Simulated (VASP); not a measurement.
A run of VASP 6.6.1:

File INCAR:

```
SYSTEM = Na
ALGO = Fast
EDIFF = 1E-6
ENCUT = 520
GGA = PE
ISIF = 2
ISMEAR = 0
LASPH = .True.
LCHARG = .False.
LREAL = .False.
LWAVE = .False.
NBANDS = 10
NELM = 100
PREC = Accurate
SIGMA = 0.15
```

Contents of KPOINTS:

```
k-points
0
Gamma
  18 18 18
  0 0 0
```

POSCAR

```
Na
1.0
   -2.0833408009      2.0833408009      2.1875078409
    2.0833408009     -2.0833408009      2.1875078409
    2.0833408009      2.0833408009     -2.1875078409
Na
1
Direct
    0.0000000000      0.0000000000      0.0000000000
```

Potentials or basis: VASP PAW PBE potentials, release 64 (Na_pv).

The run is started by

```sh
$ cat potpaw_PBE.64/Na_pv/POTCAR > POTCAR
$ mpirun -np 1 vasp_std > vasp.out
```

Hardware: 1 thread of AMD EPYC 7R13, with other jobs on the host.

Task: Estimate the wall time of this run.

Result: Wall time 2.4 min on 1 thread of AMD EPYC 7R13 (shared host), peak memory 0.23 GiB. Counts: scf iterations 10, k points 480.
